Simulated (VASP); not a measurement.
Runs of VASP 6.6.1 on Mo. The structure is that of space group Im-3m (No. 229), or close to it. The cells are those of the table. 

```tsv
cell	further INCAR settings	gap on the mesh (eV)	pressure (GPa)
a = 2.739, b = 2.703 Å, angles 109.5, 110.0, 109.5°, 1 atom	ALGO = Fast; EDIFF = 1e-06; NBANDS = 13	none	5.5
a = 2.694, b = 2.748 Å, angles 109.5, 108.7, 109.5°, 1 atom	ALGO = Fast; EDIFF = 1e-06; NBANDS = 13	none	5.6
a = 2.757, b = 2.685 Å, angles 109.5, 110.5, 109.5°, 1 atom	ALGO = Fast; EDIFF = 1e-06; NBANDS = 13	none	(a)
a = 2.712, b = 2.730 Å, angles 109.5, 109.2, 109.5°, 1 atom	ALGO = Fast; EDIFF = 1e-06; NBANDS = 13	none	5.4
a = 2.698, b = 2.744 Å, angles 109.5, 108.8, 109.5°, 1 atom	ALGO = Fast; EDIFF = 1e-07; NBANDS = 13	none	5.5
```

Alike in all rows: task single point; level PBE; potentials or basis VASP PAW PBE potentials, release 64 (Mo_sv); no spin polarisation; k mesh 22 × 22 × 22; cutoff (eV) 520; smearing gaussian 0.15 eV.

Task: Estimate the missing entries.

Result: (a) 5.7.

Caveats: the cell stands under pressure.

A k mesh can miss the band edges, and the runs leave out spin-orbit coupling on Mo.

A gap of «none» marks levels without a gap at the run's occupations.
